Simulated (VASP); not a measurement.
A run of VASP 6.6.1 is set up as follows.

Contents of POSCAR:

```
PbSe
1.0
    0.0000000000      3.2347978352      3.2347978352
    3.2347978352      0.0000000000      3.2347978352
    3.2347978352      3.2347978352      0.0000000000
Pb Se
1 1
Direct
    0.0000000000      0.0000000000      0.0000000000
    0.5000000000      0.5000000000      0.5000000000
```

The input INCAR.step1:

```
SYSTEM = PbSe
ALGO = Normal
EDIFF = 1E-4
ENCUT = 520
GGA = PE
ISMEAR = 0
LASPH = .TRUE.
LCHARG = .FALSE.
LREAL = .FALSE.
LWAVE = .TRUE.
NBANDS = 17
NELM = 60
PREC = Accurate
SIGMA = 0.01
```

File INCAR.step2:

```
SYSTEM = PbSe
ALGO = Normal
EDIFF = 1E-7
ENCUT = 520
ISIF = 2
ISMEAR = 0
ISTART = 1
LASPH = .TRUE.
LCHARG = .FALSE.
LMIXTAU = .TRUE.
LREAL = .FALSE.
LWAVE = .FALSE.
METAGGA = R2SCAN
NBANDS = 17
NELM = 60
PREC = Accurate
SIGMA = 0.01
```

Contents of KPOINTS:

```
k-points
0
G
  8 8 8
  0 0 0
```

Potentials or basis: VASP PAW PBE potentials, release 64 (Pb_d, Se).

Command:

```sh
$ cat potpaw_PBE.64/Pb_d/POTCAR potpaw_PBE.64/Se/POTCAR > POTCAR
$ cp INCAR.step1 INCAR
$ mpirun -np 1 vasp_std > vasp.out
$ cp INCAR.step2 INCAR
$ mpirun -np 1 vasp_std > vasp.out
```

**Question.** Estimate the pressure.

**Answer.** -5.3 GPa.

**Question.** Predict the band gap on the k mesh.

**Answer.** 1.02 eV, direct.

Caveat: the cell differs from its parent crystal (strain +4.7%); the PAW data sets were made with another functional, which shifts forces and pressure a little; spin-orbit coupling is left out, which moves the levels of the heavy elements. A k mesh can miss the band edges.
